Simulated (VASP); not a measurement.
Here is a VASP 6.6.1 calculation.

INCAR

```
PREC = Accurate ; ENCUT = 500
EDIFF = 1E-6 ; ISMEAR = 0
SIGMA = 0.15 ; LREAL = False
LASPH = True ; NELM = 120
ALGO = Normal ; ISIF = 2
LWAVE = False ; LCHARG = False
GGA = PS ; NBANDS = 30
GGA_COMPAT = False
```

File KPOINTS:

```
Automatic mesh
0
Gamma
  20 14 12
```

Contents of POSCAR:

```
Ag
1.0
   -2.8670626684      0.0000000000      0.0000000000
    0.0000000000      0.0000000000     -4.6907149289
    0.0000000000     -4.9658982101      0.0000000000
Ag
4
Direct
    0.5000000000      0.7979671017      0.1666666667
    0.0000000000      0.7020328983      0.6666666667
    0.0000000000      0.2979671017      0.3333333333
    0.5000000000      0.2020328983      0.8333333333
```

Potentials or basis: VASP PAW PBE potentials, release 64 (Ag).

Command:

```console
$ cat potpaw_PBE.64/Ag/POTCAR > POTCAR
$ mpirun -np 1 vasp_std > vasp.out
```

Predict the band gap on the k mesh.

zero (bands 22 and 23 overlap by 4.79 eV).

What does it give for the pressure?

3.8 GPa.

Predict the largest force.

1.365 eV/Å.

Stress tensor (GPa, compression positive):
```
-0.71  0.00  0.00
 0.00  4.44  0.00
 0.00  0.00  7.65
```

Caveat: the cell differs from its parent crystal (atoms displaced along a vibrational mode); the cell stands under pressure; the PAW data sets were made with another functional, which shifts forces and pressure a little.
